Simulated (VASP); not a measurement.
**Bi2Se3: electric field gradients with PBEsol**

The system is Bi2Se3.

```
Bi Se
1.0
     2.05760    1.18795    9.48127
    -2.05760    1.18795    9.48127
     0.00000   -2.37591    9.48127
Bi Se
2 3
Direct
  0.40080 0.40080 0.40080
  0.59920 0.59920 0.59920
  0.00000 0.00000 0.00000
  0.21170 0.21170 0.21170
  0.78830 0.78830 0.78830
```

This cell differs from its parent crystal: volume scaled by 0.98.

```json
{
  "Program": "VASP 6.6.1",
  "Task": "electric field gradients",
  "Functional": "PBEsol",
  "Potentials or basis": "VASP PAW PBE potentials, release 64 (Bi_d, Se)",
  "Cutoff": "520 eV",
  "k mesh": "6 × 6 × 6",
  "Occupations": "fermi-dirac, width 0.03 eV",
  "Spin": "no spin polarisation",
  "Dipole correction": "no",
  "Further INCAR settings": "ALGO = Normal; EDIFF = 1e-08; NBANDS = 32"
}
```

```yaml
Pressure: 1.0 GPa
Largest_force: 0.260 eV/Å
Band_gap_on_the_k_mesh: 0.12 eV, direct
```

Forces in eV/Å, atoms in the order of the input:
```
Bi   0.000  0.000 -0.256
Bi   0.000  0.000  0.256
Se   0.000  0.000  0.000
Se   0.000  0.000 -0.260
Se   0.000  0.000  0.260
```

Levels at points of the mesh, in eV from the valence-band top:
```
           k point  band 21  band 22  band 23  band 24  band 25  band 26  band 27  band 28
(0.00, 0.00, 0.00)    -1.94    -1.26    -1.26     0.00     0.12     1.34     1.34     2.07
(0.50, 0.00, 0.00)    -3.12    -2.25    -1.29    -0.58     0.75     1.88     2.89     3.17
(0.50, 0.50, 0.00)    -1.97    -1.97    -1.71    -1.04     1.26     1.89     2.59     2.98
(0.50, 0.50, 0.50)    -1.60    -1.44    -1.44    -0.48     0.56     1.67     1.67     2.03
```

Electric field gradients, principal values (V/Å²):
```
atom    least   middle  greatest (by size)
1 Bi   -1.774   -1.774               3.549
2 Bi   -1.774   -1.774               3.549
3 Se  -36.485  -36.485              72.969
4 Se    6.752    6.752             -13.504
5 Se    6.752    6.752             -13.504
```

Wall time 14 min on 1 thread of Intel(R) Xeon(R) Platinum 8559C (Emerald Rapids), with other jobs on the host, peak memory 0.92 GiB.

Caveat: without QUAD_EFG the Cq values of the log hold for a quadrupole moment of 1 mb, not for the nuclei; the PAW data sets were made with another functional, which shifts forces and pressure a little; spin-orbit coupling is left out, which moves the levels of the heavy elements. A k mesh can miss the band edges.
